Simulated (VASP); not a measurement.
# ZrC (P6_3mc) in VASP: single point with PBE

Aim: the single point of ZrC with PBE.

Everything below comes from runs of VASP 6.6.1. Logs are shortened: lines on timing, memory, paths and dates and some standing lists are left out, and cuts for length are marked.

**1. The cell of the first run**

Symmetry: P6_3mc, No. 186, hexagonal system. The conventional cell has a = 3.403 Å, b = 3.403 Å, c = 5.784 Å, α = 90.00°, β = 90.00°, γ = 120.00°. Zr (site symmetry 3m) has 6 C at 2.26 to 2.65 Å within 3.0 Å. Within 3.0 Å of C (site symmetry 3m) lie 6 Zr at 2.26 to 2.65 Å and 2 C at 2.89 Å.

**2. Single point, PBE (strained and its atoms moved)**

Contents of INCAR:

```
SYSTEM = ZrC
  PREC = Accurate
  ENCUT = 520
  EDIFF = 1E-6
  ISMEAR = 0
  SIGMA = 0.1
  LREAL = .False.
  LASPH = .True.
  NELM = 100
  ALGO = Normal
  ISIF = 2
  LWAVE = .False.
  LCHARG = .False.
  GGA = PE
  NBANDS = 24
```

Contents of KPOINTS:

```
regular mesh
0
Gamma
  12 12 6
  0 0 0
```

Contents of POSCAR:

```
ZrC
1.0
    3.4027020583      0.0000000000      0.0000000000
   -1.7013510291      2.9468264240      0.0000000000
    0.0000000000      0.0000000000      5.7836678454
Zr C
2 2
Direct
    0.3333333300      0.6666666700      0.2216448966
    0.6666666700      0.3333333300      0.7216448966
    0.0000000000      0.0000000000      0.0283551034
    0.0000000000      0.0000000000      0.5283551034
```

Potentials or basis: VASP PAW PBE potentials, release 64 (Zr_sv, C).

Run with:

```console
$ cat potpaw_PBE.64/Zr_sv/POTCAR potpaw_PBE.64/C/POTCAR > POTCAR
$ mpirun -np 1 vasp_std > vasp.out
```

OUTCAR:

```text
SYSTEM = ZrC
   PREC = Accurate
   ENCUT = 520
   EDIFF = 1E-6
   ISMEAR = 0
   LREAL = .False.
   LASPH = .True.
   NELM = 100
   ISIF = 2
   GGA = PE

 ion  position               nearest neighbor table
   1  0.333  0.667  0.222-   3 2.26   3 2.26   3 2.26   4 2.65   4 2.65   4 2.65   2 3.50   2 3.50
                             2 3.50   2 3.50   2 3.50   2 3.50
   2  0.667  0.333  0.722-   4 2.26   4 2.26   4 2.26   3 2.65   3 2.65   3 2.65   1 3.50   1 3.50
                             1 3.50   1 3.50   1 3.50   1 3.50
   3  0.000  0.000  0.028-   1 2.26   1 2.26   1 2.26   2 2.65   2 2.65   2 2.65
   4  0.000  0.000  0.528-   2 2.26   2 2.26   2 2.26   1 2.65   1 2.65   1 2.65

  LATTYP: Found a hexagonal cell.
 ALAT       =     3.4027020583
 C/A-ratio  =     1.6997279651

  Lattice vectors:

 A1 = (   3.4027020583,   0.0000000000,   0.0000000000)
 A2 = (  -1.7013510291,   2.9468264240,   0.0000000000)
 A3 = (   0.0000000000,   0.0000000000,   5.7836678454)

Analysis of symmetry for initial positions (statically):
=====================================================================
 Subroutine PRICEL returns:
 Original cell was already a primitive cell.

 Routine SETGRP: Setting up the symmetry group for a
 hexagonal supercell.

 Subroutine GETGRP returns: Found 12 space group operations
 (whereof  6 operations were pure point group operations)
 out of a pool of 24 trial point group operations.

The static configuration has the point symmetry C_3v.
 The point group associated with its full space group is C_6v.

Analysis of symmetry for dynamics (positions and initial velocities):
=====================================================================
 Subroutine PRICEL returns:
 Original cell was already a primitive cell.

 Routine SETGRP: Setting up the symmetry group for a
 hexagonal supercell.

 Subroutine GETGRP returns: Found 12 space group operations
 (whereof  6 operations were pure point group operations)
 out of a pool of 24 trial point group operations.

The dynamic configuration has the point symmetry C_3v.
 The point group associated with its full space group is C_6v.

 Subroutine INISYM returns: Found 12 space group operations
 (whereof  6 operations are pure point group operations),
 and found     1 'primitive' translations

----------------------------------------------------------------------------------------

                                     Primitive cell

  volume of cell :      57.9938

  direct lattice vectors                    reciprocal lattice vectors
     3.402702058  0.000000000  0.000000000     0.293884091  0.169674059  0.000000000
    -1.701351029  2.946826424  0.000000000     0.000000000  0.339348118  0.000000000
     0.000000000  0.000000000  5.783667845     0.000000000  0.000000000  0.172900662

  length of vectors
     3.402702058  3.402702058  5.783667845     0.339348118  0.339348118  0.172900662

  position of ions in fractional coordinates (direct lattice)
     0.333333330  0.666666670  0.221644897
     0.666666670  0.333333330  0.721644897
     0.000000000  0.000000000  0.028355103
     0.000000000  0.000000000  0.528355103

  ion indices of the primitive-cell ions
   primitive index   ion index
                 1           1
                 2           2
                 3           3
                 4           4

----------------------------------------------------------------------------------------

 KPOINTS: regular mesh

Automatic generation of k-mesh.
 Grid dimensions read from file:
 generate k-points for:   12   12    6

 Generating k-lattice:

  Cartesian coordinates                     Fractional coordinates (reciprocal lattice)
     0.024490341  0.014139505  0.000000000     0.083333333  0.000000000  0.000000000
     0.000000000  0.028279010  0.000000000     0.000000000  0.083333333  0.000000000
     0.000000000  0.000000000  0.028816777     0.000000000  0.000000000  0.166666667

  Length of vectors
     0.028279010  0.028279010  0.028816777

  Shift w.r.t. Gamma in fractional coordinates (k-lattice)
     0.000000000  0.000000000  0.000000000

 Subroutine IBZKPT returns following result:
 ===========================================

 Found     76 irreducible k-points:

 Following reciprocal coordinates:
            Coordinates               Weight
  0.000000  0.000000  0.000000      1.000000
  0.083333  0.000000  0.000000      6.000000
  0.166667 -0.000000  0.000000      6.000000
  0.250000 -0.000000  0.000000      6.000000
  0.333333 -0.000000  0.000000      6.000000
  0.416667  0.000000  0.000000      6.000000
[... 16 lines left out ...]
  0.250000 -0.000000  0.166667     12.000000
  0.333333 -0.000000  0.166667     12.000000
 [... further k-points ...]
   k-points           NKPTS =     76   k-points in BZ     NKDIM =     76   number of bands    NBANDS=     24
   number of dos      NEDOS =    301   number of ions     NIONS =      4
   total plane-waves  NPLWV =  37632
   dimension x,y,z NGX =    28 NGY =   28 NGZ =   48
   dimension x,y,z NGXF=    56 NGYF=   56 NGZF=   96
   ions per type =               2   2
   NGX,Y,Z   is equivalent  to a cutoff of  13.68, 13.68, 13.80 a.u.
   NGXF,Y,Z  is equivalent  to a cutoff of  27.36, 27.36, 27.59 a.u.
 SYSTEM =  ZrC
   PREC   = accura    normal or accurate (medium, high low for compatibility)
   ISTART =      0    job   : 0-new  1-cont  2-samecut
   ICHARG =      2    charge: 1-file 2-atom 10-const
   ISPIN  =      1    spin polarized calculation?
   LNONCOLLINEAR =      F non collinear calculations
   LSORBIT =      F    spin-orbit coupling
   LASPH  =      T    aspherical Exc in radial PAW
   ENCUT  =  520.0 eV  38.22 Ry    6.18 a.u.   6.33  6.33 10.75*2*pi/ulx,y,z
   NELM   =    100;   NELMIN=  2; NELMDL= -5     # of ELM steps
   EDIFF  = 0.1E-05   stopping-criterion for ELM
   LREAL  =      F    real-space projection
   EDIFFG = 0.1E-04   stopping-criterion for IOM
   NSW    =      0    number of steps for IOM
   IBRION =     -1    ionic relax: 0-MD 1-quasi-New 2-CG
   NFREE  =      0    steps in history (QN), initial steepest desc. (CG)
   ISIF   =      2    stress and relaxation
   ISYM   =      2    0-nonsym 1-usesym 2-fastsym
   POTIM  = 0.5000    time-step for ionic-motion
   TEBEG  =    0.0;   TEEND  =   0.0 temperature during run
   PSTRESS=    0.0 pullay stress
   NELECT =      32.0000    total number of electrons
   NUPDOWN=      -1.0000    fix difference up-down
   EMIN   =  10.00;   EMAX   =-10.00  energy-range for DOS
   EFERMI =   0.00;   METHOD = LEGACY
   ISMEAR =     0;   SIGMA  =   0.10  broadening in eV -4-tet -1-fermi 0-gaus
   EFERMI_NEDOS =   21; number of points for ismear=-14 and -15
   IALGO  =     38    algorithm
   IMIX   =      4    mixing-type and parameters
     AMIX     =   0.40;   BMIX     =  1.00
     AMIX_MAG =   1.60;   BMIX_MAG =  1.00
  volume/ion in A,a.u.               =      14.50        97.84
  Fermi-wavevector in a.u.,A,eV,Ry     =   1.342757  2.537444 24.531269  1.802997
  Thomas-Fermi vector in A             =   2.470886
   LORBIT       =      0    0 simple, 1 ext, 2 COOP (PROOUT), +10 PAW based schemes
   GGA     = PE    functional components
   LHFCALC =     F    Hartree Fock is set to
   AEXX    =    0.0000 exact exchange contribution
   IVDW    =     0    specifies the selected vdW correction
   LEPSILON=     F    determine dielectric tensor
   LRPA    =     F    only Hartree local field effects (RPA)
 non-spin polarized calculation
 Gauss-broadening in eV      SIGMA  =   0.10
  energy-cutoff  :      520.00
  volume of cell :       57.99
 maximum number of plane-waves:      1579
 NGX is ok and might be reduce to    28
   NGX = 13   NGY = 13   NGZ = 21

 number of electron      32.0000001 magnetization

 Free energy of the ion-electron system (eV)
  ---------------------------------------------------
  ext. energy  EPLUGINS =         0.00000000
  ---------------------------------------------------
  free energy    TOTEN  =       -37.60243959 eV

  energy without entropy =      -37.60127128  energy(sigma->0) =      -37.60185544

 E-fermi :   8.5344     XC(G=0): -11.5537

 val. band max:        8.4396554849   @ k =   0.1667   0.1667   0.1667
 cond. band min:       8.5852623086   @ k =   0.2500   0.2500   0.1667
 fundamental gap:      0.1456068237
 Fermi energy:         8.5344140721

 k-point     1 :       0.0000    0.0000    0.0000
  band No.  band energies     occupation
      1     -40.0082      2.00000
      2     -39.9570      2.00000
      3     -18.3337      2.00000
      4     -17.8386      2.00000
      5     -17.8386      2.00000
      6     -17.8188      2.00000
[... 16 lines left out ...]
     23      12.6788      0.00000
     24      15.3763      0.00000

 k-point     2 :       0.0833    0.0000    0.0000
  band No.  band energies     occupation
      1     -40.0041      2.00000
      2     -39.9544      2.00000
      3     -18.3199      2.00000
      4     -17.8748      2.00000
      5     -17.8500      2.00000
      6     -17.8339      2.00000
[... 16 lines left out ...]
     23      13.0217      0.00000
     24      14.9880      0.00000

 k-point     3 :       0.1667   -0.0000    0.0000
  band No.  band energies     occupation
      1     -39.9929      2.00000
      2     -39.9477      2.00000
      3     -18.2811      2.00000
      4     -17.9742      2.00000
      5     -17.9217      2.00000
      6     -17.8791      2.00000
[... 16 lines left out ...]
     23      13.7905      0.00000
     24      14.3838      0.00000
[... 514 lines left out ...]
 k-point    23 :       0.2500   -0.0000    0.1667
  band No.  band energies     occupation
      1     -39.9745      2.00000
      2     -39.9414      2.00000
      3     -18.2182      2.00000
      4     -18.0962      2.00000
      5     -18.0456      2.00000
      6     -17.9105      2.00000
[... 16 lines left out ...]
     23      14.1111      0.00000
     24      14.5465      0.00000

 k-point    24 :       0.3333   -0.0000    0.1667
  band No.  band energies     occupation
      1     -39.9583      2.00000
      2     -39.9328      2.00000
      3     -18.2606      2.00000
      4     -18.1852      2.00000
      5     -18.1003      2.00000
      6     -17.9450      2.00000
[... 16 lines left out ...]
     23      14.0504      0.00000
     24      14.3188      0.00000

 [... further k-points ...]
[... 5 lines left out ...]
  --------------------------------------------------------------------------------------
  -------------------------------------------------------------------------------------
  Total       -3.3750438     -3.3750438     -6.4327719     -0.0000000      0.0000000      0.0000000
  in kB      -93.2412677    -93.2412677   -177.7161556     -0.0000000      0.0000000      0.0000000
  external PRESSURE =    -121.3995637 kB  Pullay stress =       0.0000000 kB

 VOLUME and BASIS-vectors are now :
 -----------------------------------------------------------------------------
  energy-cutoff  :      520.00
  volume of cell :       57.99
      direct lattice vectors                 reciprocal lattice vectors
     3.402702058  0.000000000  0.000000000     0.293884091  0.169674059  0.000000000
    -1.701351029  2.946826424  0.000000000     0.000000000  0.339348118  0.000000000
     0.000000000  0.000000000  5.783667845     0.000000000  0.000000000  0.172900662

 POSITION                                       TOTAL-FORCE (eV/Angst)
 -----------------------------------------------------------------------------------
     -0.00000      1.96455      1.28192         0.000000     -0.000000      0.818902
      1.70135      0.98228      4.17375         0.000000      0.000000      0.818902
      0.00000      0.00000      0.16400        -0.000000      0.000000     -0.818902
      0.00000      0.00000      3.05583         0.000000      0.000000     -0.818902
 -----------------------------------------------------------------------------------
    total drift:                               -0.000029      0.000017      0.000120

  FREE ENERGIE OF THE ION-ELECTRON SYSTEM (eV)
  ---------------------------------------------------
  free  energy   TOTEN  =       -37.6024395883 eV

  energy  without entropy=      -37.6012712848  energy(sigma->0) =      -37.60185544
```

It took 54 s on 1 thread of Intel Xeon Platinum 8559C (Emerald Rapids), shared host; peak memory 0.24 GiB.

What came out:

- Free energy: -37.6024 eV
- Pressure: -12.1 GPa
- Largest force: 0.819 eV/Å
- Band gap on the k mesh: zero (band 16 reaches 8.71 eV, above the bottom of band 17 at 8.44 eV)

Forces in eV/Å, atoms in the order of the input:
```
Zr   0.000  0.000  0.819
Zr   0.000  0.000  0.819
C    0.000  0.000 -0.819
C    0.000  0.000 -0.819
```

Caveat: the cell differs from its parent crystal (strained and its atoms moved).
